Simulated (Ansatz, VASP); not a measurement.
## One calculation of Ga, two programs

```
Ga
1.0
     1.47033   -4.07225    0.01307
     1.42968    4.05775   -0.02757
    -0.01585   -0.01585    3.17000
Ga
2
Direct
  0.86700 0.13300 0.25000
  0.13300 0.86700 0.75000
```

Change from the starting cell: equal xy, yz and zx shear strains of -1 %.

Alike in both runs: task single point; functional LDA; k mesh 12 × 12 × 10; occupations fermi-dirac, width 0.08 eV; no spin polarisation.

```csv
,VASP,Ansatz
version,VASP 6.6.1,Ansatz 0.2.0
potentials or method,"VASP PAW LDA potentials, release 64 (Ga_d), cutoff 520 eV","all-electron LAPW, scalar-relativistic"
```

```tsv
	VASP	Ansatz	Ansatz less VASP
pressure (GPa)	-3.7	-3.8	-0.10
traceless stress, the component that is largest in VASP (GPa)	-2.05	-2.04	+0.009
rms of the force components (eV/Å)	0.105	0.103	-0.0018
```

LDA's correlation is that of Perdew and Zunger in VASP and of Perdew and Wang (1992) in Ansatz. Atom by atom the forces differ by 0.002 eV/Å (rms over components). Ansatz ran all-electron here, and VASP with PAW potentials.
